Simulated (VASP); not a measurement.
Input of a VASP 6.6.1 run:

File INCAR:

```
SYSTEM = Ge
  PREC = Accurate
  ENCUT = 520
  EDIFF = 1E-6
  ISMEAR = -1
  SIGMA = 0.15
  LREAL = .False.
  LASPH = .True.
  NELM = 60
  ALGO = Normal
  ISIF = 2
  LWAVE = .False.
  LCHARG = .False.
  NBANDS = 21
```

The input KPOINTS:

```
regular mesh
0
Gamma
  11 11 11
  0 0 0
```

The input POSCAR:

```
Ge
1.0
   -2.5178914415      2.6742167982      1.4496110048
    2.5178914415     -2.6742167982      1.4496110048
    2.5178914415      2.6742167982     -1.4496110048
Ge
2
Direct
    0.1859400000      0.9359400000      0.2500000000
    0.8140600000      0.0640600000      0.7500000000
```

Potentials or basis: VASP PAW LDA potentials, release 64 (Ge_d).

Launch:

```bash
$ cat potpaw_LDA.64/Ge_d/POTCAR > POTCAR
$ mpirun -np 1 vasp_std > vasp.out
```

Task: Estimate the band gap on the k mesh.

Result: Zero (bands 14 and 15 overlap by 4.93 eV).

Task: Estimate the pressure.

Result: -5.6 GPa.

Task: Estimate the largest force.

Result: 0.056 eV/Å.

Forces in eV/Å, atoms in the order of the input:
```
Ge   0.000  0.000 -0.056
Ge   0.000  0.000  0.056
```

Caveat: the cell stands under tension.
